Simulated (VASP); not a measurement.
A run of VASP 6.6.1 is set up as follows.

File POSCAR:

```
C
1.0
    0.0000000000      1.8157266254      1.7726397714
    1.8157266254      0.0000000000      1.7726397714
    1.8157266254      1.8157266254      0.0000000000
C
2
Direct
    0.0000000000      0.0000000000      0.0000000000
    0.2500000000      0.2500000000      0.2500000000
```

Contents of INCAR.step1:

```
ALGO = Normal
EDIFF = 1E-8
ENCUT = 500
GGA = PE
ISMEAR = 0
LASPH = T
LCHARG = F
LREAL = F
LWAVE = T
NELM = 80
PREC = Accurate
SIGMA = 0.01
```

The input INCAR.step2:

```
ALGO = Exact
EDIFF = 1E-8
ENCUT = 500
GGA = PE
ISMEAR = 0
ISTART = 1
LASPH = T
LCHARG = F
LOPTICS = T
LREAL = F
LWAVE = T
NBANDS = 52
NELM = 1
PREC = Accurate
SIGMA = 0.01
```

INCAR.step3

```
ALGO = EVGW0
EDIFF = 1E-8
ENCUT = 500
ENCUTGW = 150.0
GGA = PE
ISMEAR = 0
ISTART = 1
LASPH = T
LCHARG = F
LREAL = F
LWAVE = F
NBANDS = 52
NBANDSGW = 12
NELMGW = 1
NOMEGA = 48
PREC = Accurate
PRECFOCK = Fast
SIGMA = 0.01
```

KPOINTS

```
k-points
0
Gamma
  6 6 6
```

Potentials or basis: VASP PAW PBE potentials, release 64 (C_GW).

The run is started by

```sh
$ cat potpaw_PBE.64/C_GW/POTCAR > POTCAR
$ cp INCAR.step1 INCAR
$ mpirun -np 1 vasp_std > vasp.out
$ cp INCAR.step2 INCAR
$ mpirun -np 1 vasp_std > vasp.out
$ cp INCAR.step3 INCAR
$ mpirun -np 1 vasp_std > vasp.out
```

Task: What does it give for the quasiparticle gap?

Result: 4.74 eV.

Task: Estimate the least direct quasiparticle gap.

Result: 6.75 eV.

Task: What does it give for the band gap on the k mesh, mean-field level?

Result: 3.49 eV, indirect (least direct gap 5.09 eV).

Caveat: the k points lie up to 0.50 Å⁻¹ apart; bands, screening cutoff and mesh are small and nothing is extrapolated, so the quasiparticle values aren't converged. A k mesh can miss the band edges.
